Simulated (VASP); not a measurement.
The system is Fe.

```
Fe
1.0
    -1.34982    1.34982    1.34982
     1.34982   -1.34982    1.34982
     1.34982    1.34982   -1.34982
Fe
1
Direct
  0.00000 0.00000 0.00000
```

Base run:

| Quantity | Value |
| --- | --- |
| Program | VASP 6.6.1 |
| Functional | LDA |
| Potentials or basis | VASP PAW LDA potentials, release 64 (Fe) |
| Cutoff | 600 eV |
| k mesh | 16 × 16 × 16 |
| Occupations | fermi-dirac, width 0.6 eV |
| Spin | no spin polarisation |

Its results: band gap on the k mesh zero (band 4 reaches 8.64 eV, above the bottom of band 5 at 6.33 eV); pressure 16.5 GPa.

Question: The run is repeated on the same cell with these changes: occupations from fermi-dirac, width 0.6 eV to fermi-dirac, width 0.1 eV. What comes out?

Answer: Band gap on the k mesh zero (band 4 reaches 8.51 eV, above the bottom of band 5 at 6.22 eV); pressure -0.2 GPa.

Caveats: the run has no spin polarisation, though such a crystal can be magnetic.
